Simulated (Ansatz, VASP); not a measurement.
AgCl in VASP and in Ansatz

File INCAR:

```
PREC = Accurate
ENCUT = 520
EDIFF = 1E-6
ISMEAR = -1
SIGMA = 0.05
LREAL = False
LASPH = True
NELM = 80
ALGO = Normal
ISIF = 2
LWAVE = False
LCHARG = True
GGA = PE
LELF = True
LVHAR = True
NBANDS = 26
```

Contents of KPOINTS:

```
regular mesh
0
Gamma
  7 7 5
```

File POSCAR:

```
AgCl
1.0
    3.9005233133      0.0000000000      0.0000000000
    0.0000000000      3.9761801032      0.0000000000
   -0.5454692849      0.0000000000      5.5350250476
Ag Cl
2 2
Direct
    0.8159810000      0.7500000000      0.7819190000
    0.1840190000      0.2500000000      0.2180810000
    0.2923420000      0.2500000000      0.7374360000
    0.7076580000      0.7500000000      0.2625640000
```

The input input.yaml:

```yaml
crystal:
  lattice:
    - [3.9005233133, 0.0, 0.0]
    - [0.0, 3.9761801032, 0.0]
    - [-0.5454692849, 0.0, 5.5350250476]
  atoms:
    - { symbol: Ag, position: [0.815981, 0.75, 0.781919] }
    - { symbol: Ag, position: [0.184019, 0.25, 0.218081] }
    - { symbol: Cl, position: [0.292342, 0.25, 0.737436] }
    - { symbol: Cl, position: [0.707658, 0.75, 0.262564] }
hamiltonian:
  xc: pbe
  pseudopotentials: { kind: paw }
kpoints:
  mp_grid: { grid: [7, 7, 5] }
scf:
  occupations: { method: fermi_dirac, width: 0.05 }
output:
  forces: true
  stress: true
  eigenvalues: true
```

Alike in both runs: task single point; functional PBE; k mesh 7 × 7 × 5; occupations fermi-dirac, width 0.05 eV; no spin polarisation.

|  | VASP | Ansatz |
| --- | --- | --- |
| version | VASP 6.6.1 | Ansatz 0.2.0 |
| potentials or method | VASP PAW PBE potentials, release 64 (Ag, Cl) | Ansatz PAW |
| plane-wave cutoff (eV) | 520 | 420 |
| valence electrons in the cell | 36 | 52 |

|  | VASP | Ansatz | Ansatz less VASP |
| --- | --- | --- | --- |
| gap on the k mesh at the Fermi level (eV) | 0.90 | 0.90 | +0.001 |
| least direct gap on the mesh (eV) | 2.27 | 2.27 | +0.001 |
| pressure (GPa) | 0.5 | 0.7 | +0.13 |
| traceless stress, the component that is largest in VASP (GPa) | -0.07 | -0.07 | +0.003 |
| rms of the force components (eV/Å) | 0.032 | 0.033 | +0.0017 |

Atom by atom the forces differ by 0.003 eV/Å (rms over components). VASP's potentials hold 36 valence electrons a cell and Ansatz's 52, so a difference there can come from the potentials and not from the codes.

Noted on Ansatz's run: odd divisions of the mesh miss points on the zone boundary, where band edges often lie, so the gap on the mesh can be too wide.
